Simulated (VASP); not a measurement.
Wanted: the native input for a VASP 6.6.1 run.

```
Task                   : single point
Functional             : PBE
Potentials or basis    : VASP PAW PBE potentials, release 64 (N, B, As_d)
Cutoff                 : 700 eV
k mesh                 : 6 × 6 × 6
Occupations            : fermi-dirac, width 0.02 eV
Spin                   : non-collinear spin, zero start, spin-orbit coupling
Starting moments       : [[0.0, 0.0, 0.0], [0.0, 0.0, 0.0], [0.0, 0.0, 0.0], [0.0, 0.0, 0.0], [0.0, 0.0, 0.0], [0.0, 0.0, 0.0], [0.0, 0.0, 0.0], [0.0, 0.0, 0.0]] μB
Dipole correction      : no
Further INCAR settings : ALGO = Normal; EDIFF = 1e-06; NBANDS = 60
```

The structure of B4AsN3 lies in POSCAR:

```
B4AsN3
1.0
    3.9535267229      0.0000000000      0.0000000000
    0.0000000000      3.9535267229      0.0000000000
    0.0000000000      0.0000000000      3.9535267229
N B As
3 4 1
Direct
    0.5000000000      0.0000000000      0.0000000000
    0.0000000000      0.5000000000      0.0000000000
    0.0000000000      0.0000000000      0.5000000000
    0.2269582761      0.7730417239      0.7730417239
    0.7730417239      0.2269582761      0.7730417239
    0.7730417239      0.7730417239      0.2269582761
    0.2269582761      0.2269582761      0.2269582761
    0.5000000000      0.5000000000      0.5000000000
```

The input as run:

INCAR

```
SYSTEM = B4AsN3
ALGO = Normal ; EDIFF = 1E-6
ENCUT = 700 ; GGA = PE
GGA_COMPAT = .FALSE. ; ISIF = 2
ISMEAR = -1 ; LASPH = .TRUE.
LCHARG = .FALSE. ; LORBIT = 11
LORBMOM = .TRUE. ; LREAL = .FALSE.
LSORBIT = .TRUE. ; LWAVE = .FALSE.
MAGMOM = 0 0 0 0 0 0 0 0 0 0 0 0 0 0 0 0 0 0 0 0 0 0 0 0 ; NBANDS = 60
NELM = 200 ; PREC = Accurate
SIGMA = 0.02
```

KPOINTS

```
k-points
0
G
  6 6 6
  0 0 0
```

Potentials or basis: VASP PAW PBE potentials, release 64 (N, B, As_d).

The run is started by

```sh
$ cat potpaw_PBE.64/N/POTCAR potpaw_PBE.64/B/POTCAR potpaw_PBE.64/As_d/POTCAR > POTCAR
$ mpirun -np 1 vasp_ncl > vasp.out
```

Results of the run:

| Item | Value |
| --- | --- |
| Pressure | 2.9 GPa |
| Largest force | 0.236 eV/Å |
| Net moment | 0.00 μB per cell |
| Valence electrons inside the program's atomic spheres | N 3.75; B 1.89; As 14.61 |

Run time: 3.6 min on 1 thread of Intel(R) Xeon(R) 6975P-C (Granite Rapids) (shared host), peak memory 0.49 GiB.
